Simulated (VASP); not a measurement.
# Yb (P-1) in VASP: a series of runs

Yb is run at these levels: LDA; tasks: single point.

Everything below comes from runs of VASP 6.6.1. Logs are shortened: lines on timing, memory, paths and dates and some standing lists are left out, and cuts for length are marked.

## 1. The cell of the first run

The typed cell holds 2 atoms: a = 3.955 Å, b = 3.865 Å, c = 6.307 Å, α = 88.35°, β = 94.65°, γ = 120.18°.

## 2. Single point, LDA

Contents of INCAR:

```
  PREC = Accurate
  ENCUT = 520
  EDIFF = 1E-6
  ISMEAR = -1
  SIGMA = 0.1
  LREAL = False
  LASPH = True
  NELM = 60
  ALGO = Normal
  ISIF = 2
  LWAVE = False
  LCHARG = True
  GGA = CA
  LELF = True
  LVHAR = True
  NBANDS = 31
```

Contents of KPOINTS:

```
regular mesh
0
Gamma
  6 6 3
```

Contents of POSCAR:

```
Yb
1.0
    3.9517517072      0.0197769282     -0.1576763267
   -1.9587544847      3.3313591549      0.0548083471
   -0.2595260092     -0.0456636393      6.3011729019
Yb
2
Direct
    0.3306500000      0.6662400000      0.2471300000
    0.6651100000      0.3304200000      0.7477400000
```

Potentials or basis: VASP PAW PBE potentials, release 64 (Yb).

Command:

```sh
cat potpaw_PBE.64/Yb/POTCAR > POTCAR
mpirun -np 1 vasp_std > vasp.out
```

OUTCAR:

```text
PREC = Accurate
   ENCUT = 520
   EDIFF = 1E-6
   ISMEAR = -1
   LREAL = False
   LASPH = True
   NELM = 60
   ISIF = 2
   GGA = CA

 ion  position               nearest neighbor table
   1  0.331  0.666  0.247-   2 3.74   2 3.77
   2  0.665  0.330  0.748-   1 3.74   1 3.77

  LATTYP: Found a triclinic cell.
 ALAT       =     3.9003503429
 B/A-ratio  =     2.2913077816
 C/A-ratio  =     0.9909184444
 COS(alpha) =     0.0078956859
 COS(beta)  =     0.4812345546
 COS(gamma) =     0.6269207372

  Lattice vectors:

 A1 = (  -1.9929972225,  -3.3511360831,   0.1028679796)
 A2 = (  -5.6852229205,  -3.3252493720,  -6.0406285956)
 A3 = (   1.9587544847,  -3.3313591549,  -0.0548083471)

Analysis of symmetry for initial positions (statically):
=====================================================================
 Subroutine PRICEL returns:
 Original cell was already a primitive cell.

 Routine SETGRP: Setting up the symmetry group for a
 triclinic supercell.

 Subroutine GETGRP returns: Found  2 space group operations
 (whereof  1 operations were pure point group operations)
 out of a pool of  2 trial point group operations.

The static configuration has the point symmetry C_1 .
 The point group associated with its full space group is S_2 .

Analysis of symmetry for dynamics (positions and initial velocities):
=====================================================================
 Subroutine PRICEL returns:
 Original cell was already a primitive cell.

 Routine SETGRP: Setting up the symmetry group for a
 triclinic supercell.

 Subroutine GETGRP returns: Found  2 space group operations
 (whereof  1 operations were pure point group operations)
 out of a pool of  2 trial point group operations.

The dynamic configuration has the point symmetry C_1 .
 The point group associated with its full space group is S_2 .

 Subroutine INISYM returns: Found  2 space group operations
 (whereof  1 operations are pure point group operations),
 and found     1 'primitive' translations

----------------------------------------------------------------------------------------

                                     Primitive cell

  volume of cell :      83.0564

  direct lattice vectors                    reciprocal lattice vectors
     3.951751707  0.019776928 -0.157676327     0.252767804  0.148432065  0.011486396
    -1.958754485  3.331359155  0.054808347    -0.001413712  0.299311827  0.002110841
    -0.259526009 -0.045663639  6.301172902     0.006337389  0.001110815  0.158969680

  length of vectors
     3.954945576  3.864929094  6.306680494     0.293352311  0.299322608  0.159099829

  position of ions in fractional coordinates (direct lattice)
     0.330650000  0.666240000  0.247130000
     0.665110000  0.330420000  0.747740000

  ion indices of the primitive-cell ions
   primitive index   ion index
                 1           1
                 2           2

----------------------------------------------------------------------------------------

 KPOINTS: regular mesh

Automatic generation of k-mesh.
 Grid dimensions read from file:
 generate k-points for:    6    6    3

 Generating k-lattice:

  Cartesian coordinates                     Fractional coordinates (reciprocal lattice)
     0.042127967  0.024738678  0.001914399     0.166666667  0.000000000  0.000000000
    -0.000235619  0.049885304  0.000351807    -0.000000000  0.166666667 -0.000000000
     0.002112463  0.000370272  0.052989893     0.000000000  0.000000000  0.333333333

  Length of vectors
     0.048892052  0.049887101  0.053033276

  Shift w.r.t. Gamma in fractional coordinates (k-lattice)
     0.000000000  0.000000000  0.000000000

 Subroutine IBZKPT returns following result:
 ===========================================

 Found     56 irreducible k-points:

 Following reciprocal coordinates:
            Coordinates               Weight
  0.000000  0.000000  0.000000      1.000000
  0.166667 -0.000000  0.000000      2.000000
  0.333333  0.000000  0.000000      2.000000
  0.500000 -0.000000 -0.000000      1.000000
  0.000000  0.166667 -0.000000      2.000000
  0.166667  0.166667  0.000000      2.000000
[... 16 lines left out ...]
  0.333333  0.000000  0.333333      2.000000
  0.500000  0.000000  0.333333      2.000000
 [... further k-points ...]
   k-points           NKPTS =     56   k-points in BZ     NKDIM =     56   number of bands    NBANDS=     31
   number of dos      NEDOS =    301   number of ions     NIONS =      2
   total plane-waves  NPLWV =  43200
   dimension x,y,z NGX =    30 NGY =   30 NGZ =   48
   dimension x,y,z NGXF=    60 NGYF=   60 NGZF=   96
   ions per type =               2
   NGX,Y,Z   is equivalent  to a cutoff of  12.61, 12.90, 12.65 a.u.
   NGXF,Y,Z  is equivalent  to a cutoff of  25.22, 25.81, 25.31 a.u.
 SYSTEM =  unknown system
   PREC   = accura    normal or accurate (medium, high low for compatibility)
   ISTART =      0    job   : 0-new  1-cont  2-samecut
   ICHARG =      2    charge: 1-file 2-atom 10-const
   ISPIN  =      1    spin polarized calculation?
   LNONCOLLINEAR =      F non collinear calculations
   LSORBIT =      F    spin-orbit coupling
   LASPH  =      T    aspherical Exc in radial PAW
   ENCUT  =  520.0 eV  38.22 Ry    6.18 a.u.   7.35  7.19 11.73*2*pi/ulx,y,z
   NELM   =     60;   NELMIN=  2; NELMDL= -5     # of ELM steps
   EDIFF  = 0.1E-05   stopping-criterion for ELM
   LREAL  =      F    real-space projection
   EDIFFG = 0.1E-04   stopping-criterion for IOM
   NSW    =      0    number of steps for IOM
   IBRION =     -1    ionic relax: 0-MD 1-quasi-New 2-CG
   NFREE  =      0    steps in history (QN), initial steepest desc. (CG)
   ISIF   =      2    stress and relaxation
   ISYM   =      2    0-nonsym 1-usesym 2-fastsym
   POTIM  = 0.5000    time-step for ionic-motion
   TEBEG  =    0.0;   TEEND  =   0.0 temperature during run
   PSTRESS=    0.0 pullay stress
   NELECT =      48.0000    total number of electrons
   NUPDOWN=      -1.0000    fix difference up-down
   EMIN   =  10.00;   EMAX   =-10.00  energy-range for DOS
   EFERMI =   0.00;   METHOD = LEGACY
   ISMEAR =    -1;   SIGMA  =   0.10  broadening in eV -4-tet -1-fermi 0-gaus
   EFERMI_NEDOS =   21; number of points for ismear=-14 and -15
   IALGO  =     38    algorithm
   IMIX   =      4    mixing-type and parameters
     AMIX     =   0.40;   BMIX     =  1.00
     AMIX_MAG =   1.60;   BMIX_MAG =  1.00
  volume/ion in A,a.u.               =      41.53       280.25
  Fermi-wavevector in a.u.,A,eV,Ry     =   1.363633  2.576893 25.299978  1.859496
  Thomas-Fermi vector in A             =   2.490019
   LORBIT       =      0    0 simple, 1 ext, 2 COOP (PROOUT), +10 PAW based schemes
   GGA     = CA    functional components
   LHFCALC =     F    Hartree Fock is set to
   AEXX    =    0.0000 exact exchange contribution
   IVDW    =     0    specifies the selected vdW correction
   LEPSILON=     F    determine dielectric tensor
   LRPA    =     F    only Hartree local field effects (RPA)
 non-spin polarized calculation
  energy-cutoff  :      520.00
  volume of cell :       83.06
 maximum number of plane-waves:      2255
 NGX is ok and might be reduce to    30
   NGX = 15   NGY = 15   NGZ = 23

 number of electron      48.0000009 magnetization

 Free energy of the ion-electron system (eV)
  ---------------------------------------------------
  ext. energy  EPLUGINS =         0.00000000
  ---------------------------------------------------
  free energy    TOTEN  =        -7.93693352 eV

  energy without entropy =       -7.73279088  energy(sigma->0) =       -7.83486220

 E-fermi :   0.8640     XC(G=0):  -9.1285

 val. band max:        0.8437021456   @ k =   0.5000   0.5000  -0.0000
 cond. band min:       0.8807297267   @ k =  -0.3333  -0.3333   0.3333
 fundamental gap:      0.0370275811
 Fermi energy:         0.8639957236

 k-point     1 :       0.0000    0.0000    0.0000
  band No.  band energies     occupation
      1     -50.7820      2.00000
      2     -50.7724      2.00000
      3     -23.4349      2.00000
      4     -23.2422      2.00000
      5     -23.2396      2.00000
      6     -23.2129      2.00000
[... 23 lines left out ...]
     30       4.0559      0.00000
     31       4.5207      0.00000

 k-point     2 :       0.1667   -0.0000    0.0000
  band No.  band energies     occupation
      1     -50.7802      2.00000
      2     -50.7717      2.00000
      3     -23.4172      2.00000
      4     -23.2775      2.00000
      5     -23.2525      2.00000
      6     -23.2489      2.00000
[... 23 lines left out ...]
     30       4.0743      0.00000
     31       4.2564      0.00000

 k-point     3 :       0.3333    0.0000    0.0000
  band No.  band energies     occupation
      1     -50.7763      2.00000
      2     -50.7708      2.00000
      3     -23.3782      2.00000
      4     -23.3467      2.00000
      5     -23.3216      2.00000
      6     -23.2732      2.00000
[... 23 lines left out ...]
     30       4.9368      0.00000
     31       5.2270      0.00000

 k-point     4 :       0.5000   -0.0000   -0.0000
  band No.  band energies     occupation
      1     -50.7738      2.00000
      2     -50.7708      2.00000
      3     -23.3920      2.00000
      4     -23.3568      2.00000
      5     -23.3380      2.00000
      6     -23.2826      2.00000
[... 23 lines left out ...]
     30       5.9001      0.00000
     31       6.4313      0.00000

 k-point     5 :       0.0000    0.1667   -0.0000
  band No.  band energies     occupation
      1     -50.7800      2.00000
      2     -50.7715      2.00000
      3     -23.4168      2.00000
      4     -23.2818      2.00000
      5     -23.2533      2.00000
      6     -23.2510      2.00000
[... 23 lines left out ...]
     30       3.8832      0.00000
     31       4.2563      0.00000
[... 542 lines left out ...]
     30       3.7192      0.00000
     31       5.0454      0.00000

 k-point    22 :       0.1667    0.0000    0.3333
  band No.  band energies     occupation
      1     -50.7774      2.00000
      2     -50.7745      2.00000
      3     -23.3542      2.00000
      4     -23.3034      2.00000
      5     -23.2688      2.00000
      6     -23.2466      2.00000
[... 23 lines left out ...]
     30       3.9639      0.00000
     31       4.7010      0.00000

 k-point    23 :       0.3333    0.0000    0.3333
  band No.  band energies     occupation
      1     -50.7742      2.00000
      2     -50.7729      2.00000
      3     -23.3803      2.00000
      4     -23.3550      2.00000
      5     -23.2942      2.00000
      6     -23.2645      2.00000
[... 23 lines left out ...]
     30       4.7918      0.00000
     31       4.9282      0.00000

 k-point    24 :       0.5000    0.0000    0.3333
  band No.  band energies     occupation
      1     -50.7739      2.00000
      2     -50.7707      2.00000
      3     -23.4186      2.00000
      4     -23.3862      2.00000
      5     -23.2949      2.00000
      6     -23.2703      2.00000
[... 23 lines left out ...]
     30       5.1079      0.00000
     31       5.7751      0.00000

 [... further k-points ...]

------------------------ aborting loop because EDIFF is reached ----------------------------------------

  FORCE on cell =-STRESS in cart. coord.  units (eV):
  Direction    XX          YY          ZZ          XY          YZ          ZX
  --------------------------------------------------------------------------------------
  -------------------------------------------------------------------------------------
  Total       -3.1312940     -2.9562993     -2.6566248     -0.0343528      0.0919319      0.4698199
  in kB      -60.4034239    -57.0277341    -51.2469386     -0.6626744      1.7733880      9.0629407
  external PRESSURE =     -56.2260322 kB  Pullay stress =       0.0000000 kB

 VOLUME and BASIS-vectors are now :
 -----------------------------------------------------------------------------
  energy-cutoff  :      520.00
  volume of cell :       83.06
      direct lattice vectors                 reciprocal lattice vectors
     3.951751707  0.019776928 -0.157676327     0.252767804  0.148432065  0.011486396
    -1.958754485  3.331359155  0.054808347    -0.001413712  0.299311827  0.002110841
    -0.259526009 -0.045663639  6.301172902     0.006337389  0.001110815  0.158969680

 POSITION                                       TOTAL-FORCE (eV/Angst)
 -----------------------------------------------------------------------------------
     -0.06249      2.21474      1.54159         0.005838      0.001119      0.000228
      1.78708      1.07976      4.62488        -0.005838     -0.001119     -0.000228
 -----------------------------------------------------------------------------------
    total drift:                               -0.000109      0.000030      0.000355

  FREE ENERGIE OF THE ION-ELECTRON SYSTEM (eV)
  ---------------------------------------------------
  free  energy   TOTEN  =        -7.9369335170 eV

  energy  without entropy=       -7.7327908842  energy(sigma->0) =       -7.83486220
```

It took 3.5 min on 1 thread of Intel Xeon 6975P-C (Granite Rapids), shared host; peak memory 0.25 GiB.

Results:

- Free energy: -7.9369 eV
- Pressure: -5.6 GPa
- Largest force: 0.006 eV/Å
- Band gap on the k mesh: zero (bands 24 and 25 overlap by 0.11 eV)

Forces in eV/Å, atoms in the order of the input:
```
Yb   0.006  0.001  0.000
Yb  -0.006 -0.001  0.000
```

Caveat: the cell stands under tension; the PAW data sets were made with another functional, which shifts forces and pressure a little; spin-orbit coupling is left out, which moves the levels of the heavy elements.

## 3. Single point, LDA

This run uses another cell than the first one, of 41.74 Å³/atom.

Contents of INCAR:

```
PREC = Accurate
ENCUT = 520
EDIFF = 1E-6
ISMEAR = -1
SIGMA = 0.1
LREAL = F
LASPH = T
NELM = 80
ALGO = Normal
ISIF = 2
LWAVE = F
LCHARG = T
GGA = CA
LELF = T
LVHAR = T
NBANDS = 31
```

KPOINTS is that of step 2.

Contents of POSCAR:

```
Yb
1.0
    3.9583600000      0.0198100000     -0.1579400000
   -1.9620300000      3.3369300000      0.0549000000
   -0.2599600000     -0.0457400000      6.3117100000
Yb
2
Direct
    0.3306500000      0.6662400000      0.2471300000
    0.6651100000      0.3304200000      0.7477400000
```

Potentials or basis: VASP PAW PBE potentials, release 64 (Yb).

Command:

```sh
cat potpaw_PBE.64/Yb/POTCAR > POTCAR
mpirun -np 1 vasp_std > vasp.out
```

Wall time 3 min (1 thread of Intel Xeon 6975P-C (Granite Rapids), shared host); peak memory 0.25 GiB.

Results (log left out):

| Property | Result |
| --- | --- |
| Free energy | -7.9250 eV |
| Pressure | 4.5 GPa |
| Largest force | 0.007 eV/Å |
| Band gap on the k mesh | zero (bands 24 and 25 overlap by 0.11 eV) |

Forces in eV/Å, atoms in the order of the input:
```
Yb   0.006  0.002  0.000
Yb  -0.006 -0.002  0.000
```

Stress tensor (GPa, compression positive):
```
 4.09 -0.09  0.47
-0.09  4.63  0.11
 0.47  0.11  4.90
```

Levels at points of the mesh, in eV from the Fermi level:
```
           k point  band 21  band 22  band 23  band 24  band 25  band 26  band 27  band 28
(0.00, 0.00, 0.00)    -0.47    -0.47    -0.45    -0.45     0.25     2.40     2.55     2.69
(0.50, 0.00, 0.00)    -0.47    -0.47    -0.45    -0.44    -0.04     0.23     1.37     2.24
(0.00, 0.50, 0.00)    -0.47    -0.46    -0.45    -0.42     0.04     0.21     1.57     1.89
(0.50, 0.50, 0.00)    -0.47    -0.47    -0.45    -0.43    -0.02     0.22     1.45     2.14
```

Caveat: the cell stands under pressure; the PAW data sets were made with another functional, which shifts forces and pressure a little; spin-orbit coupling is left out, which moves the levels of the heavy elements. Spin polarisation is off, so any magnetic state and its effect on volume and gap are missing.

[end of part 1 of 2]

The gap in the log of VASP goes by the Fermi energy; the results here count the filled bands.